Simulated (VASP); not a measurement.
Write the native input for VASP 6.6.1 that does the following.

* Task: single point
* Functional: r2SCAN
* Potentials or basis: VASP PAW PBE potentials, release 64 (Mg)
* Cutoff: 520 eV
* k mesh: 7 × 7 × 4
* Occupations: fermi-dirac, width 0.1 eV
* Spin: no spin polarisation
* Dipole correction: no
* Further INCAR settings: ALGO = Normal; EDIFF = 1e-06; NBANDS = 9

The system is Mg.

```
Mg
1.0
     3.26932    0.00010   -0.00532
    -1.63458    2.77468    0.01135
    -0.00863    0.01630    5.28679
Mg
2
Direct
  0.32878 0.66792 0.25576
  0.66679 0.33130 0.74996
```

The input as run:

POSCAR

```
Mg
1.0
    3.2693207754      0.0001001664     -0.0053188353
   -1.6345752463      2.7746791100      0.0113488519
   -0.0086343428      0.0162970716      5.2867920628
Mg
2
Direct
    0.3287800000      0.6679200000      0.2557600000
    0.6667900000      0.3313000000      0.7499600000
```

INCAR.step1

```
PREC     = Accurate       # precision mode
ENCUT    = 520            # plane-wave cutoff, eV
ISMEAR   = -1             # smearing method
SIGMA    = 0.1            # smearing width, eV
LREAL    = F              # projectors in reciprocal space
LASPH    = T              # aspherical terms in the spheres
NELM     = 100            # most SCF steps
NBANDS   = 9              # bands
GGA      = PE             # functional
ALGO     = Normal         # electronic algorithm
EDIFF    = 1E-4           # SCF threshold, eV
LWAVE    = T              # write WAVECAR
LCHARG   = F              # write CHGCAR
```

INCAR.step2

```
PREC     = Accurate       # precision mode
ENCUT    = 520            # plane-wave cutoff, eV
EDIFF    = 1E-6           # SCF threshold, eV
ISMEAR   = -1             # smearing method
SIGMA    = 0.1            # smearing width, eV
LREAL    = F              # projectors in reciprocal space
LASPH    = T              # aspherical terms in the spheres
NELM     = 100            # most SCF steps
ALGO     = Normal         # electronic algorithm
ISIF     = 2              # what is computed and relaxed
LWAVE    = F              # write WAVECAR
LCHARG   = F              # write CHGCAR
METAGGA  = R2SCAN         # meta-GGA
LMIXTAU  = T            
NBANDS   = 9              # bands
ISTART   = 1
```

KPOINTS

```
regular mesh
0
Gamma
  7 7 4
```

Potentials or basis: VASP PAW PBE potentials, release 64 (Mg).

Run with:

```console
$ cat potpaw_PBE.64/Mg/POTCAR > POTCAR
$ cp INCAR.step1 INCAR
$ mpirun -np 1 vasp_std > vasp.out
$ cp INCAR.step2 INCAR
$ mpirun -np 1 vasp_std > vasp.out
```

Results of the run:

```json
{
  "Pressure": "-2.1 GPa",
  "Largest force": "0.089 eV/Å",
  "Band gap on the k mesh": "zero (bands 2 and 3 overlap by 2.11 eV)"
}
```

Caveat: the PAW data sets were made with another functional, which shifts forces and pressure a little.

It took 45 s on 1 thread of Intel(R) Xeon(R) 6975P-C (Granite Rapids), with other jobs on the host, peak memory 0.19 GiB.
